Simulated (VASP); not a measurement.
Set up this calculation in VASP 6.6.1, as the native input.

| Quantity | Value |
| --- | --- |
| Task | single point |
| Functional | PBE |
| Potentials or basis | VASP PAW PBE potentials, release 64 (Co, Si) |
| Cutoff | 520 eV |
| k mesh | 14 × 14 × 14 |
| Occupations | fermi-dirac, width 0.1 eV |
| Spin | no spin polarisation |
| Dipole correction | no |
| Further INCAR settings | ALGO = Normal; EDIFF = 1e-07; NBANDS = 14 |

The structure of CoSi (zincblende type) lies in POSCAR:

```
CoSi
1.0
    0.0000000000      2.1920578915      2.1920578915
    2.1920578915      0.0000000000      2.1920578915
    2.1920578915      2.1920578915      0.0000000000
Co Si
1 1
Direct
    0.0000000000      0.0000000000      0.0000000000
    0.2500000000      0.2500000000      0.2500000000
```

One way to write it, as run:

INCAR

```
PREC = Accurate
ENCUT = 520
EDIFF = 1E-7
ISMEAR = -1
SIGMA = 0.1
LREAL = F
LASPH = T
NELM = 80
ALGO = Normal
ISIF = 2
LWAVE = F
LCHARG = F
GGA = PE
NBANDS = 14
```

KPOINTS

```
regular mesh
0
Gamma
  14 14 14
```

Potentials or basis: VASP PAW PBE potentials, release 64 (Co, Si).

Run with:

```console
$ cat potpaw_PBE.64/Co/POTCAR potpaw_PBE.64/Si/POTCAR > POTCAR
$ mpirun -np 1 vasp_std > vasp.out
```

Results of the run:

| Property | Result |
| --- | --- |
| Pressure | 121.5 GPa |

Run time: 20 s on 1 thread of Intel(R) Xeon(R) 6975P-C (Granite Rapids), with other jobs on the host, peak memory 0.15 GiB.
